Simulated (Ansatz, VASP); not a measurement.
**One calculation of SnO, two programs**

```
Sn O
1.0
     3.86787    0.00000    0.00000
     0.00000    3.86787    0.00000
     0.00000    0.00000    5.07751
Sn O
2 2
Direct
  0.50000 0.00000 0.72835
  0.00000 0.50000 0.27165
  0.50000 0.50000 0.50000
  0.00000 0.00000 0.50000
```

Alike in both runs: functional PBE; k mesh 10 × 10 × 8; occupations gaussian, width 0.02 eV; no spin polarisation.

Ansatz relaxed the structure, and its values are those at the end. VASP's run is a single point on that final structure, the one shown.

|  | VASP | Ansatz |
| --- | --- | --- |
| version | VASP 6.6.1 | Ansatz 0.2.0 |
| potentials or method | VASP PAW PBE potentials, release 64 (Sn_d, O), cutoff 520 eV | scalar-relativistic, plane waves, PAW |
| valence electrons in the cell | 40 | 40 |

Ansatz gave:

```
gap on the k mesh at the Fermi level (eV) : 0.51
least direct gap on the mesh (eV)         : 1.93
pressure (GPa)                            : 0.0
rms of the force components (eV/Å)        : 0.000
```

Problem. Which values does VASP return?

Solution. gap on the k mesh at the Fermi level (eV): 0.52; least direct gap on the mesh (eV): 1.90; pressure (GPa): 0.2; rms of the force components (eV/Å): 0.031.
